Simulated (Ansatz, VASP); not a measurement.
One calculation of GaOs3, two programs

```xyz
4
Lattice="3.8769 0.0000 0.0000 0.0000 3.8769 0.0000 0.0000 0.0000 3.8769" Properties=species:S:1:pos:R:3 pbc="T T T"
Ga    0.0000    0.0000    0.0000
Os    0.0000    1.9384    1.9384
Os    1.9384    0.0000    1.9384
Os    1.9384    1.9384    0.0000
```

Alike in both runs: functional PBE; k mesh 4 × 4 × 4; occupations gaussian, width 0.1 eV; no spin polarisation.

Ansatz relaxed the structure, and its values are those at the end. VASP's run is a single point on that final structure, the one shown.

```csv
,VASP,Ansatz
version,VASP 6.6.1,Ansatz 0.2.0
potentials or method,"VASP PAW PBE potentials, release 64 (Ga_d, Os), cutoff 520 eV","scalar-relativistic, plane waves, PAW"
valence electrons in the cell,37,61
```

```tsv
	VASP	Ansatz	Ansatz less VASP
gap on the k mesh at the Fermi level (eV)	none	none	-
pressure (GPa)	0.3	0.0	-0.28
```

A gap of «none» marks a metal or a gap that the smearing closes. VASP's potentials hold 37 valence electrons a cell and Ansatz's 61, so a difference there can come from the potentials and not from the codes.

The k mesh is coarse, so the values compare programs but aren't converged. Spin-orbit coupling is off throughout.
